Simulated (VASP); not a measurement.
# Zn in VASP: notebook

The runs below take Zn through single point, with PBE.

Everything below comes from runs of VASP 6.6.1. Logs are shortened: lines on timing, memory, paths and dates and some standing lists are left out, and cuts for length are marked.

### Step 1. The cell of the first run

The cell holds a slab with vacuum, 4 atoms: a = 2.636 Å, b = 5.093 Å, c = 11.475 Å, α = 90.00°, β = 90.00°, γ = 90.00°.

### Step 2. Single point, PBE

Contents of INCAR:

```
SYSTEM = Zn
PREC = Accurate
ENCUT = 400
EDIFF = 1E-6
ISMEAR = -1
SIGMA = 0.1
LREAL = .False.
LASPH = .True.
NELM = 120
ALGO = Normal
ISIF = 2
LWAVE = .False.
LCHARG = .True.
LDIPOL = .True.
IDIPOL = 3
DIPOL = 0.5 0.5 0.500
GGA = PE
LELF = .True.
LVHAR = .True.
LVACPOTAV = .True.
NBANDS = 32
GGA_COMPAT = .False.
NELMDL = -8
```

Contents of KPOINTS:

```
regular mesh
0
Gamma
  14 7 1
  0 0 0
```

Contents of POSCAR:

```
Zn
1.0
    2.6358128869      0.0000000000      0.0000000000
    0.0000000000      5.0929170809      0.0000000000
    0.0000000000      0.0000000000     11.4749000000
Zn
4
Direct
    0.0000000000      0.7500000000      0.3921610222
    0.5000000000      0.2500000000      0.3922386449
    0.5000000000      0.7500000000      0.6077613614
    0.0000000000      0.2500000000      0.6078389778
```

Potentials or basis: VASP PAW PBE potentials, release 64 (Zn).

Launch:

```console
$ cat potpaw_PBE.64/Zn/POTCAR > POTCAR
$ mpirun -np 1 vasp_std > vasp.out
```

OUTCAR:

```text
SYSTEM = Zn
   PREC = Accurate
   ENCUT = 400
   EDIFF = 1E-6
   ISMEAR = -1
   LREAL = .False.
   LASPH = .True.
   NELM = 120
   ISIF = 2
   GGA = PE
   NELMDL = -8

 ion  position               nearest neighbor table
   1  0.000  0.750  0.392-   3 2.80   3 2.80   2 2.87   2 2.87   2 2.87   2 2.87
   2  0.500  0.250  0.392-   4 2.80   4 2.80   1 2.87   1 2.87   1 2.87   1 2.87
   3  0.500  0.750  0.608-   1 2.80   1 2.80   4 2.87   4 2.87   4 2.87   4 2.87
   4  0.000  0.250  0.608-   2 2.80   2 2.80   3 2.87   3 2.87   3 2.87   3 2.87

  LATTYP: Found a simple orthorhombic cell.
 ALAT       =     2.6358128869
 B/A-ratio  =     1.9321997803
 C/A-ratio  =     4.3534577348

  Lattice vectors:

 A1 = (   2.6358128869,   0.0000000000,   0.0000000000)
 A2 = (   0.0000000000,   5.0929170809,   0.0000000000)
 A3 = (   0.0000000000,   0.0000000000,  11.4749000000)

Analysis of symmetry for initial positions (statically):
=====================================================================
 Subroutine PRICEL returns:
 Original cell was already a primitive cell.

 Routine SETGRP: Setting up the symmetry group for a
 simple orthorhombic supercell.

 Subroutine GETGRP returns: Found  8 space group operations
 (whereof  4 operations were pure point group operations)
 out of a pool of  8 trial point group operations.

The static configuration has the point symmetry C_2h.
 The point group associated with its full space group is D_2h.

Analysis of symmetry for dynamics (positions and initial velocities):
=====================================================================
 Subroutine PRICEL returns:
 Original cell was already a primitive cell.

 Routine SETGRP: Setting up the symmetry group for a
 simple orthorhombic supercell.

 Subroutine GETGRP returns: Found  8 space group operations
 (whereof  4 operations were pure point group operations)
 out of a pool of  8 trial point group operations.

The dynamic configuration has the point symmetry C_2h.
 The point group associated with its full space group is D_2h.

 Subroutine INISYM returns: Found  8 space group operations
 (whereof  4 operations are pure point group operations),
 and found     1 'primitive' translations

----------------------------------------------------------------------------------------

                                     Primitive cell

  volume of cell :     154.0388

  direct lattice vectors                    reciprocal lattice vectors
     2.635812887  0.000000000  0.000000000     0.379389601  0.000000000  0.000000000
     0.000000000  5.092917081  0.000000000     0.000000000  0.196351125  0.000000000
     0.000000000  0.000000000 11.474900000     0.000000000  0.000000000  0.087146729

  length of vectors
     2.635812887  5.092917081 11.474900000     0.379389601  0.196351125  0.087146729

  position of ions in fractional coordinates (direct lattice)
     0.000000000  0.750000000  0.392161022
     0.500000000  0.250000000  0.392238645
     0.500000000  0.750000000  0.607761361
     0.000000000  0.250000000  0.607838978

  ion indices of the primitive-cell ions
   primitive index   ion index
                 1           1
                 2           2
                 3           3
                 4           4

----------------------------------------------------------------------------------------

 KPOINTS: regular mesh

Automatic generation of k-mesh.
 Grid dimensions read from file:
 generate k-points for:   14    7    1

 Generating k-lattice:

  Cartesian coordinates                     Fractional coordinates (reciprocal lattice)
     0.027099257  0.000000000  0.000000000     0.071428571  0.000000000  0.000000000
     0.000000000  0.028050161  0.000000000     0.000000000  0.142857143  0.000000000
     0.000000000  0.000000000  0.087146729     0.000000000  0.000000000  1.000000000

  Length of vectors
     0.027099257  0.028050161  0.087146729

  Shift w.r.t. Gamma in fractional coordinates (k-lattice)
     0.000000000  0.000000000  0.000000000

 Subroutine IBZKPT returns following result:
 ===========================================

 Found     32 irreducible k-points:

 Following reciprocal coordinates:
            Coordinates               Weight
  0.000000  0.000000  0.000000      1.000000
  0.071429  0.000000  0.000000      2.000000
  0.142857  0.000000  0.000000      2.000000
  0.214286  0.000000  0.000000      2.000000
  0.285714  0.000000  0.000000      2.000000
  0.357143  0.000000  0.000000      2.000000
[... 16 lines left out ...]
  0.428571  0.285714  0.000000      4.000000
  0.500000  0.285714  0.000000      2.000000
 [... further k-points ...]
   k-points           NKPTS =     32   k-points in BZ     NKDIM =     32   number of bands    NBANDS=     32
   number of dos      NEDOS =    301   number of ions     NIONS =      4
   total plane-waves  NPLWV =  51840
   dimension x,y,z NGX =    18 NGY =   36 NGZ =   80
   dimension x,y,z NGXF=    36 NGYF=   72 NGZF=  160
   ions per type =               4
   NGX,Y,Z   is equivalent  to a cutoff of  11.35, 11.75, 11.59 a.u.
   NGXF,Y,Z  is equivalent  to a cutoff of  22.71, 23.50, 23.18 a.u.
 SYSTEM =  Zn
   PREC   = accura    normal or accurate (medium, high low for compatibility)
   ISTART =      0    job   : 0-new  1-cont  2-samecut
   ICHARG =      2    charge: 1-file 2-atom 10-const
   ISPIN  =      1    spin polarized calculation?
   LNONCOLLINEAR =      F non collinear calculations
   LSORBIT =      F    spin-orbit coupling
   LASPH  =      T    aspherical Exc in radial PAW
   ENCUT  =  400.0 eV  29.40 Ry    5.42 a.u.   4.30  8.31 18.71*2*pi/ulx,y,z
   NELM   =    120;   NELMIN=  2; NELMDL= -8     # of ELM steps
   EDIFF  = 0.1E-05   stopping-criterion for ELM
   LREAL  =      F    real-space projection
   EDIFFG = 0.1E-04   stopping-criterion for IOM
   NSW    =      0    number of steps for IOM
   IBRION =     -1    ionic relax: 0-MD 1-quasi-New 2-CG
   NFREE  =      0    steps in history (QN), initial steepest desc. (CG)
   ISIF   =      2    stress and relaxation
   ISYM   =      2    0-nonsym 1-usesym 2-fastsym
   POTIM  = 0.5000    time-step for ionic-motion
   TEBEG  =    0.0;   TEEND  =   0.0 temperature during run
   PSTRESS=    0.0 pullay stress
   NELECT =      48.0000    total number of electrons
   NUPDOWN=      -1.0000    fix difference up-down
   EMIN   =  10.00;   EMAX   =-10.00  energy-range for DOS
   EFERMI =   0.00;   METHOD = LEGACY
   ISMEAR =    -1;   SIGMA  =   0.10  broadening in eV -4-tet -1-fermi 0-gaus
   EFERMI_NEDOS =   21; number of points for ismear=-14 and -15
   IALGO  =     38    algorithm
   IMIX   =      4    mixing-type and parameters
     AMIX     =   0.40;   BMIX     =  1.00
     AMIX_MAG =   1.60;   BMIX_MAG =  1.00
  volume/ion in A,a.u.               =      38.51       259.88
  Fermi-wavevector in a.u.,A,eV,Ry     =   1.109886  2.097381 16.760308  1.231848
  Thomas-Fermi vector in A             =   2.246431
   LORBIT       =      0    0 simple, 1 ext, 2 COOP (PROOUT), +10 PAW based schemes
   GGA     = PE    functional components
   LHFCALC =     F    Hartree Fock is set to
   AEXX    =    0.0000 exact exchange contribution
   IVDW    =     0    specifies the selected vdW correction
   LEPSILON=     F    determine dielectric tensor
   LRPA    =     F    only Hartree local field effects (RPA)
 non-spin polarized calculation
  energy-cutoff  :      400.00
  volume of cell :      154.04
 maximum number of plane-waves:      2821
 NGX is ok and might be reduce to    18
   NGX =  9   NGY = 17   NGZ = 37

 number of electron      48.0000001 magnetization

 dipolmoment           0.000000      0.000000     -0.000000 electrons x Angstroem

 Free energy of the ion-electron system (eV)
  ---------------------------------------------------
  ext. energy  EPLUGINS =         0.00000000
  ---------------------------------------------------
  free energy    TOTEN  =        -3.45822392 eV

  energy without entropy =       -3.40071942  energy(sigma->0) =       -3.42947167

 E-fermi :  -1.3554     XC(G=0):  -6.0828

 val. band max:       -1.4022594122   @ k =   0.2143   0.1429   0.0000
 cond. band min:      -1.3162391846   @ k =   0.5000   0.0000   0.0000
 fundamental gap:      0.0860202276
 Fermi energy:        -1.3553933204

 k-point     1 :       0.0000    0.0000    0.0000
  band No.  band energies     occupation
      1      -9.9487      2.00000
      2      -9.2530      2.00000
      3      -9.1565      2.00000
      4      -9.1248      2.00000
      5      -8.8847      2.00000
      6      -8.7509      2.00000
[... 24 lines left out ...]
     31       5.5318      0.00000
     32       6.5771      0.00000

 k-point     2 :       0.0714    0.0000    0.0000
  band No.  band energies     occupation
      1      -9.8328      2.00000
      2      -9.1919      2.00000
      3      -9.1104      2.00000
      4      -9.0713      2.00000
      5      -8.8714      2.00000
      6      -8.7399      2.00000
[... 24 lines left out ...]
     31       5.6288      0.00000
     32       6.6898      0.00000

 k-point     3 :       0.1429    0.0000    0.0000
  band No.  band energies     occupation
      1      -9.4991      2.00000
      2      -9.0320      2.00000
      3      -8.9820      2.00000
      4      -8.9251      2.00000
      5      -8.8343      2.00000
      6      -8.7199      2.00000
[... 24 lines left out ...]
     31       5.9208      0.00000
     32       6.9839      0.00000

 k-point     4 :       0.2143    0.0000    0.0000
  band No.  band energies     occupation
      1      -9.0344      2.00000
      2      -8.8458      2.00000
      3      -8.8056      2.00000
      4      -8.7806      2.00000
      5      -8.7360      2.00000
      6      -8.7181      2.00000
[... 654 lines left out ...]
     31       4.9016      0.00000
     32       5.5590      0.00000

 k-point    23 :       0.4286    0.2857    0.0000
  band No.  band energies     occupation
      1      -8.9215      2.00000
      2      -8.9081      2.00000
      3      -8.9023      2.00000
      4      -8.8671      2.00000
      5      -8.8391      2.00000
      6      -8.8077      2.00000
[... 24 lines left out ...]
     31       5.0042      0.00000
     32       5.4889      0.00000

 k-point    24 :       0.5000    0.2857    0.0000
  band No.  band energies     occupation
      1      -8.9244      2.00000
      2      -8.9243      2.00000
      3      -8.9119      2.00000
      4      -8.9116      2.00000
      5      -8.8410      2.00000
      6      -8.8409      2.00000
[... 24 lines left out ...]
     31       5.8762      0.00000
     32       5.8775      0.00000

 [... further k-points ...]
[... 5 lines left out ...]
  --------------------------------------------------------------------------------------
  -------------------------------------------------------------------------------------
  Total       -2.9611091     -4.9648402     -0.2159651      0.0000000      0.0000000      0.0000000
  in kB      -30.7988781    -51.6399444     -2.2462805      0.0000000      0.0000000      0.0000000
  external PRESSURE =     -28.2283677 kB  Pullay stress =       0.0000000 kB

 VOLUME and BASIS-vectors are now :
 -----------------------------------------------------------------------------
  energy-cutoff  :      400.00
  volume of cell :      154.04
      direct lattice vectors                 reciprocal lattice vectors
     2.635812887  0.000000000  0.000000000     0.379389601  0.000000000  0.000000000
     0.000000000  5.092917081  0.000000000     0.000000000  0.196351125  0.000000000
     0.000000000  0.000000000 11.474900000     0.000000000  0.000000000  0.087146729

 POSITION                                       TOTAL-FORCE (eV/Angst)
 -----------------------------------------------------------------------------------
      0.00000      3.81969      4.50001         0.000000     -0.000000     -0.007132
      1.31791      1.27323      4.50090        -0.000000      0.000000     -0.007779
      1.31791      3.81969      6.97400        -0.000000     -0.000000      0.007779
      0.00000      1.27323      6.97489        -0.000000     -0.000000      0.007132
 -----------------------------------------------------------------------------------
    total drift:                                0.000000      0.000000     -0.000046

  FREE ENERGIE OF THE ION-ELECTRON SYSTEM (eV)
  ---------------------------------------------------
  free  energy   TOTEN  =        -3.4582239162 eV

  energy  without entropy=       -3.4007194195  energy(sigma->0) =       -3.42947167
```

It took 2.1 min on 1 thread of Intel Xeon Platinum 8259CL at 2.50GHz (Skylake/Cascade Lake), shared host; peak memory 0.25 GiB.

What came out:

```yaml
Free_energy: -3.4582 eV
Largest_force: 0.008 eV/Å
Band_gap_on_the_k_mesh: zero (bands 24 and 25 overlap by 2.40 eV)
```

Forces in eV/Å, atoms in the order of the input:
```
Zn   0.000  0.000 -0.007
Zn   0.000  0.000 -0.008
Zn   0.000  0.000  0.008
Zn   0.000  0.000  0.007
```

Levels at points of the mesh, in eV from the Fermi level:
| k point | band 20 | band 21 | band 22 | band 23 | band 24 | band 25 | band 26 | band 27 | band 28 | band 29 |
| --- | --- | --- | --- | --- | --- | --- | --- | --- | --- | --- |
| (0.00, 0.00, 0.00) | -6.60 | -6.57 | -5.07 | -2.12 | -1.98 | -1.15 | 0.36 | 0.65 | 3.19 | 3.73 |
| (0.50, 0.00, 0.00) | -6.60 | -2.44 | -2.44 | 0.04 | 0.04 | 2.96 | 2.96 | 4.33 | 4.33 | 4.65 |

### Step 3. Single point, PBE

This run uses another cell than the first one.

Contents of INCAR:

```
PREC = Accurate
ENCUT = 400
EDIFF = 1E-6
ISMEAR = -1
SIGMA = 0.1
LREAL = False
LASPH = True
NELM = 120
ALGO = Normal
ISIF = 2
LWAVE = False
LCHARG = False
LDIPOL = True
IDIPOL = 3
DIPOL = 0.5 0.5 0.500
GGA = PE
NBANDS = 32
GGA_COMPAT = False
NELMDL = -8
```

Contents of KPOINTS:

```
regular mesh
0
Gamma
  14 7 1
```

Contents of POSCAR:

```
Zn
1.0
    2.6358128869      0.0000000000      0.0000000000
    0.0000000000      5.0929170809      0.0000000000
    0.0000000000      0.0000000000     19.0436000000
Zn
4
Direct
    0.0000000000      0.7500000000      0.4350206104
    0.5000000000      0.2500000000      0.4350673827
    0.5000000000      0.7500000000      0.5649326192
    0.0000000000      0.2500000000      0.5649793878
```

Potentials or basis: VASP PAW PBE potentials, release 64 (Zn).

Launch:

```console
$ cat potpaw_PBE.64/Zn/POTCAR > POTCAR
$ mpirun -np 1 vasp_std > vasp.out
```

Wall time 3.8 min (1 thread of Intel Xeon Platinum 8259CL at 2.50GHz (Skylake/Cascade Lake), shared host); peak memory 0.34 GiB.

It converged, with:

| Property | Result |
| --- | --- |
| Free energy | -3.4545 eV |
| Largest force | 0.008 eV/Å |
| Band gap on the k mesh | zero (bands 24 and 25 overlap by 2.40 eV) |

Forces on the atoms (eV/Å):
```
Zn   0.000  0.000 -0.007
Zn   0.000  0.000 -0.008
Zn   0.000  0.000  0.008
Zn   0.000  0.000  0.007
```

Levels at points of the mesh, in eV from the Fermi level:
```tsv
k point	band 21	band 22	band 23	band 24	band 25	band 26	band 27	band 28
(0.00, 0.00, 0.00)	-6.57	-5.07	-2.12	-1.98	-1.15	0.36	0.64	2.88
(0.50, 0.00, 0.00)	-2.45	-2.45	0.04	0.04	2.96	2.96	4.33	4.33
```

The gap in the log of VASP goes by the Fermi energy; the results here count the filled bands.